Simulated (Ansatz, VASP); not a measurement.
# Si2N: VASP beside Ansatz

The input INCAR:

```
SYSTEM = Si2N
  ALGO = Normal
  EDIFF = 1E-6
  ENCUT = 520
  GGA = PE
  ISIF = 2
  ISMEAR = 0
  ISPIN = 2
  LASPH = .True.
  LCHARG = .False.
  LORBIT = 11
  LREAL = .False.
  LWAVE = .False.
  MAGMOM = 0 0 0 0 1 1
  NBANDS = 26
  NELM = 150
  PREC = Accurate
  SIGMA = 0.1
```

KPOINTS

```
k-points
0
Gamma
  6 6 2
  0 0 0
```

POSCAR

```
Si2N
1.0
    2.9169517800      0.0000000000      0.0000000000
   -1.4584758900      2.5261543500      0.0000000000
    0.0000000000      0.0000000000      9.0425505300
Si N
4 2
Direct
    0.0000000000      0.0000000000      0.7500000000
    0.0000000000      0.0000000000      0.2500000000
    0.0000000000      0.0000000000      0.0000000000
    0.0000000000      0.0000000000      0.5000000000
    0.3333333300      0.6666666700      0.8750000000
    0.6666666700      0.3333333300      0.1250000000
```

Input for Ansatz:

```yaml
crystal:
  lattice:
    - [2.91695178, 0.0, 0.0]
    - [-1.45847589, 2.52615435, 0.0]
    - [0.0, 0.0, 9.04255053]
  atoms:
    - { symbol: Si, position: [0.0, 0.0, 0.75] }
    - { symbol: Si, position: [0.0, 0.0, 0.25] }
    - { symbol: Si, position: [0.0, 0.0, 0.0] }
    - { symbol: Si, position: [0.0, 0.0, 0.5] }
    - { symbol: "N", position: [0.33333333, 0.66666667, 0.875], spin: 1.0 }
    - { symbol: "N", position: [0.66666667, 0.33333333, 0.125], spin: 1.0 }
basis:
  ecutwfc: 420
kpoints:
  mp_grid: { grid: [6, 6, 2] }
hamiltonian:
  xc: pbe
scf:
  occupations: { method: gaussian, width: 0.1 }
  lower_state_search: "off"
output:
  forces: true
  stress: true
  eigenvalues: true
  populations: true
magnetization:
  spin_polarized: true
```

Change from the starting cell: ordered vacancies on the anion sites of nickel arsenide (P-3m1, No. 164).

Alike in both runs: task single point; functional PBE; k mesh 6 × 6 × 2; occupations gaussian, width 0.1 eV; collinear spin.

```csv
,VASP,Ansatz
version,VASP 6.6.1,Ansatz 0.2.0
potentials or method,"VASP PAW PBE potentials, release 64 (Si, N), cutoff 520 eV","scalar-relativistic, plane waves, PAW"
valence electrons in the cell,26,26
```

|  | VASP | Ansatz | Ansatz less VASP |
| --- | --- | --- | --- |
| gap on the k mesh at the Fermi level (eV) | none | none | - |
| pressure (GPa) | 19.9 | 20.0 | +0.08 |
| traceless stress, the component that is largest in VASP (GPa) | 35.89 | 36.06 | +0.175 |
| rms of the force components (eV/Å) | 1.145 | 1.154 | +0.0094 |
| net moment per atom (μB) | 0.00 | 0.00 | 0.000 |

Atom by atom the forces differ by 0.009 eV/Å (rms over components). A gap of «none» marks a metal or a gap that the smearing closes. With one functional, cell and mesh, what is left measures potentials, basis and numerics. Ansatz's warnings: seeded moment not kept.

The k mesh is coarse, so the values compare programs but aren't converged.
